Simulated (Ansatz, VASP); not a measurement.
# KTe2Cl: VASP beside Ansatz

INCAR

```
SYSTEM = KTe2Cl
  PREC = Accurate
  ENCUT = 600
  EDIFF = 1E-6
  ISMEAR = 0
  SIGMA = 0.1
  LREAL = .FALSE.
  LASPH = .TRUE.
  NELM = 80
  ALGO = Normal
  ISIF = 3
  LWAVE = .FALSE.
  LCHARG = .FALSE.
  GGA = PE
  IBRION = 2
  NSW = 90
  EDIFFG = -0.04
```

The input KPOINTS:

```
Automatic mesh
0
G
  6 6 4
  0 0 0
```

The input POSCAR:

```
KTe2Cl
1.0
    5.5432075300      0.0000000000      0.0000000000
   -2.7716037700      4.8005585400      0.0000000000
    0.0000000000      0.0000000000      5.0880565600
K Te Cl
1 2 1
Direct
    0.0000000000      0.0000000000      0.5000000000
    0.3333333300      0.6666666700      0.5000000000
    0.6666666700      0.3333333300      0.5000000000
    0.0000000000      0.0000000000      0.0000000000
```

Input for Ansatz:

```yaml
crystal:
  lattice:
    - [5.54320753, 0.0, 0.0]
    - [-2.77160377, 4.80055854, 0.0]
    - [0.0, 0.0, 5.08805656]
  atoms:
    - { symbol: K, position: [0.0, 0.0, 0.5] }
    - { symbol: Te, position: [0.33333333, 0.66666667, 0.5] }
    - { symbol: Te, position: [0.66666667, 0.33333333, 0.5] }
    - { symbol: Cl, position: [0.0, 0.0, 0.0] }
basis:
  ecutwfc: 420
kpoints:
  mp_grid: { grid: [6, 6, 4] }
hamiltonian:
  xc: pbe
scf:
  occupations: { method: gaussian, width: 0.1 }
  lower_state_search: "off"
output:
  forces: true
  stress: true
  eigenvalues: true
relax:
  adjacent_minimum: "off"
  f_tol: 0.04
  max_steps: 70
  cell: { stress_tol: 0.4 }
```

Alike in both runs: task relaxation of cell and atoms; functional PBE; k mesh 6 × 6 × 4; occupations gaussian, width 0.1 eV; no spin polarisation.

|  | VASP | Ansatz |
| --- | --- | --- |
| version | VASP 6.6.1 | Ansatz 0.2.0 |
| potentials or method | VASP PAW PBE potentials, release 64 (K_sv, Te, Cl), cutoff 600 eV | scalar-relativistic, plane waves, PAW |
| valence electrons in the cell | 28 | 48 |

VASP gave:

* gap on the k mesh at the Fermi level, each at its own relaxed structure (eV): none
* relaxed volume (Å³/atom): 41.73
* relaxed cell length with the largest relative difference (Å): 5.774

Q: What did Ansatz give for the same quantities?

A: gap on the k mesh at the Fermi level, each at its own relaxed structure (eV): none; relaxed volume (Å³/atom): 41.54; relaxed cell length with the largest relative difference (Å): 5.752.

A gap of «none» marks a metal or a gap that the smearing closes. VASP's potentials hold 28 valence electrons a cell and Ansatz's 48, so a difference there can come from the potentials and not from the codes.

Spin-orbit coupling is off throughout. Noted on VASP's run: the volume moved by over 15 % at a fixed basis, so the end points are rough.
